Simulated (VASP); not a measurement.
## BaTe: single point with r2SCAN

BaTe:

```
CELL_PARAMETERS angstrom
3.46059 3.46059 0.00000
-3.46059 3.46059 0.00000
0.00000 3.46059 3.55036
ATOMIC_POSITIONS crystal
Ba 0.00000 0.00000 0.00000
Te 0.50000 0.50000 0.00000
```

This cell differs from its parent crystal: in-plane strain -0.02, then relaxed in part.

```
Program             : VASP 6.6.1
Task                : single point
Functional          : r2SCAN
Potentials or basis : VASP PAW PBE potentials, release 64 (Ba_sv, Te)
Cutoff              : 520 eV
k mesh              : 6 × 6 × 6
Occupations         : gaussian, width 0.01 eV
Spin                : no spin polarisation
```

The pressure is 1.6 GPa and the band gap on the k mesh is 1.83 eV (least direct gap 2.20 eV).

Stress tensor (GPa, compression positive):
```
2.24 0.00 0.00
0.00 2.24 0.00
0.00 0.00 0.30
```

Levels at points of the mesh, in eV from the valence-band top:
```tsv
k point	band 5	band 6	band 7	band 8	band 9	band 10	band 11	band 12
(0.00, 0.00, 0.00)	-9.86	-0.07	0.00	0.00	3.21	3.37	3.37	3.52
(0.50, 0.00, 0.00)	-9.05	-2.27	-1.17	-1.16	4.63	5.26	5.37	5.44
(0.50, 0.50, 0.00)	-9.64	-1.14	-0.46	-0.41	1.83	4.92	5.40	6.17
(0.00, 0.00, 0.50)	-9.65	-1.25	-0.37	-0.37	1.83	4.90	5.40	6.20
```

Run time: 2.2 min on 1 thread of AMD EPYC 9R14 (Zen 4), with other jobs on the host, peak memory 0.21 GiB.

Caveat: the cell differs from its parent crystal (in-plane strain -0.02, then relaxed in part); the PAW data sets were made with another functional, which shifts forces and pressure a little; spin-orbit coupling is left out, which moves the levels of the heavy elements. A k mesh can miss the band edges.
